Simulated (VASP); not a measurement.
A run of VASP 6.6.1 is set up as follows.

The input INCAR:

```
PREC = Accurate
ENCUT = 600
EDIFF = 1E-7
ISMEAR = -1
SIGMA = 0.02
LREAL = F
LASPH = T
NELM = 100
ALGO = Normal
ISIF = 3
LWAVE = F
LCHARG = F
GGA = PE
IVDW = 13
IBRION = 2
NSW = 80
EDIFFG = -0.005
```

File KPOINTS:

```
Automatic mesh
0
Gamma
  6 6 6
```

The input POSCAR:

```
PbS
1.0
    2.0549625747     -5.8169553266      0.0000000000
    2.0549625747      5.8169553266      0.0000000000
    0.0000000000      0.0000000000      4.2686387846
Pb S
2 2
Direct
    0.8730389803      0.1269610197      0.7500000000
    0.1269610197      0.8730389803      0.2500000000
    0.6405164257      0.3594835743      0.7500000000
    0.3594835743      0.6405164257      0.2500000000
```

Potentials or basis: VASP PAW PBE potentials, release 64 (Pb_d, S).

Command:

```bash
$ cat potpaw_PBE.64/Pb_d/POTCAR potpaw_PBE.64/S/POTCAR > POTCAR
$ mpirun -np 1 vasp_std > vasp.out
```

(1) What does it give for the relaxed volume?

(2) Predict the dispersion energy per atom.

(3) Predict the relaxed cell.

Results:

(1) 25.54 Å³/atom.

(2) -0.389 eV.

(3) a = 6.168 Å, b = 6.168 Å, c = 4.271 Å, α = 90.00°, β = 90.00°, γ = 141.06°.
